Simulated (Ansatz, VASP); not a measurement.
WS2: VASP beside Ansatz

```
CELL_PARAMETERS angstrom
3.14578 0.00000 0.00000
-1.57289 2.72432 0.00000
0.00000 0.00000 16.95342
ATOMIC_POSITIONS crystal
W 0.35043 0.61995 0.00000
S 0.66667 0.33333 0.90758
S 0.66667 0.33333 0.09242
```

Alike in both runs: task single point; functional PBEsol; k mesh 12 × 12 × 2; occupations gaussian, width 0.05 eV; no spin polarisation.

|  | VASP | Ansatz |
| --- | --- | --- |
| version | VASP 6.6.1 | Ansatz 0.2.0 |
| potentials or method | VASP PAW PBE potentials, release 64 (W_sv, S), cutoff 520 eV | scalar-relativistic, plane waves, PAW |
| valence electrons in the cell | 26 | 26 |

VASP gave:

| Item | Value |
| --- | --- |
| gap on the k mesh at the Fermi level (eV) | 1.75 |
| least direct gap on the mesh (eV) | 1.90 |
| rms of the force components (eV/Å) | 1.653 |

Estimate Ansatz's values.

gap on the k mesh at the Fermi level (eV): 1.75; least direct gap on the mesh (eV): 1.90; rms of the force components (eV/Å): 1.650.

VASP's potentials were made for PBE, not for PBEsol. Atom by atom the forces differ by 0.010 eV/Å (rms over components). The functional is the same, so the differences come from potentials, cutoffs and numerics.

Neither program's run includes spin-orbit coupling.
